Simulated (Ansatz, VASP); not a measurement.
## B: VASP beside Ansatz

```xyz
2
Lattice="0.0000 2.0156 2.0156 2.0156 0.0000 2.0156 2.0156 2.0156 0.0000" Properties=species:S:1:pos:R:3 pbc="T T T"
B     2.0156    2.0156    2.0156
B     3.0233    3.0233    3.0233
```

Alike in both runs: functional PBEsol; k mesh 8 × 8 × 8; occupations gaussian, width 0.1 eV; no spin polarisation.

Ansatz relaxed the structure, and its values are those at the end. VASP's run is a single point on that final structure, the one shown.

```csv
,VASP,Ansatz
version,VASP 6.6.1,Ansatz 0.2.0
potentials or method,"VASP PAW PBE potentials, release 64 (B), cutoff 500 eV","scalar-relativistic, plane waves, PAW"
valence electrons in the cell,6,6
```

|  | VASP | Ansatz | Ansatz less VASP |
| --- | --- | --- | --- |
| gap on the k mesh at the Fermi level (eV) | none | none | - |
| pressure (GPa) | 0.4 | 0.1 | -0.23 |

VASP's potentials were made for PBE, not for PBEsol. A gap of «none» marks a metal or a gap that the smearing closes.
